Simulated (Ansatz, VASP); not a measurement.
## Two plane-wave programs on Hf

INCAR

```
ALGO = Normal
EDIFF = 1E-6
ENCUT = 520
GGA = PE
ISIF = 2
ISMEAR = 0
LASPH = T
LCHARG = F
LREAL = F
LWAVE = F
NBANDS = 11
NELM = 60
PREC = Accurate
SIGMA = 0.024
```

KPOINTS

```
k-points
0
Gamma
  10 10 10
```

POSCAR

```
Hf
1.0
   -1.8050000000      1.8050000000      1.8050000000
    1.8050000000     -1.8050000000      1.8050000000
    1.8050000000      1.8050000000     -1.8050000000
Hf
1
Direct
    0.0000000000      0.0000000000      0.0000000000
```

Contents of input.yaml:

```yaml
crystal:
  lattice:
    - [-1.805, 1.805, 1.805]
    - [1.805, -1.805, 1.805]
    - [1.805, 1.805, -1.805]
  atoms:
    - { symbol: Hf, position: [0.0, 0.0, 0.0] }
hamiltonian:
  xc: pbe
  pseudopotentials: { kind: paw }
kpoints:
  mp_grid: { grid: [10, 10, 10] }
scf:
  occupations: { method: gaussian, width: 0.024 }
output:
  forces: true
  stress: true
  eigenvalues: true
  write_density: true
  write_potential: true
  elf: true
  volumetric_format: npy
```

Alike in both runs: task single point; functional PBE; k mesh 10 × 10 × 10; occupations gaussian, width 0.024 eV; no spin polarisation.

|  | VASP | Ansatz |
| --- | --- | --- |
| version | VASP 6.6.1 | Ansatz 0.2.0 |
| potentials or method | VASP PAW PBE potentials, release 64 (Hf_pv) | Ansatz PAW |
| plane-wave cutoff (eV) | 520 | 420 |
| valence electrons in the cell | 10 | 26 |

Ansatz gave:

```
gap on the k mesh at the Fermi level (eV) : none
pressure (GPa)                            : -5.0
```

Question: What did VASP give for the same quantities?

Answer: gap on the k mesh at the Fermi level (eV): none; pressure (GPa): -5.3.

A gap of «none» marks a metal or a gap that the smearing closes. VASP's potentials hold 10 valence electrons a cell and Ansatz's 26, so a difference there can come from the potentials and not from the codes.

Spin-orbit coupling is off throughout.
